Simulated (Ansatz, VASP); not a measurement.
One calculation of BN, two programs

```
B N
1.0
     0.00000    1.79055    1.79055
     1.79055    0.00000    1.79055
     1.79055    1.79055    0.00000
B N
1 1
Direct
  0.00000 0.00000 0.00000
  0.25000 0.25000 0.25000
```

Alike in both runs: functional LDA; k mesh 10 × 10 × 10; occupations gaussian, width 0.1 eV; no spin polarisation.

Ansatz relaxed the structure, and its values are those at the end. VASP's run is a single point on that final structure, the one shown.

|  | VASP | Ansatz |
| --- | --- | --- |
| version | VASP 6.6.1 | Ansatz 0.2.0 |
| potentials or method | VASP PAW LDA potentials, release 64 (B, N), cutoff 600 eV | scalar-relativistic, plane waves, PAW |
| valence electrons in the cell | 8 | 8 |

```tsv
	VASP	Ansatz	Ansatz less VASP
gap on the k mesh at the Fermi level (eV)	4.38	4.39	+0.014
least direct gap on the mesh (eV)	8.82	8.83	+0.010
pressure (GPa)	0.6	-0.2	-0.78
```

LDA's correlation is that of Perdew and Zunger in VASP and of Perdew and Wang (1992) in Ansatz.
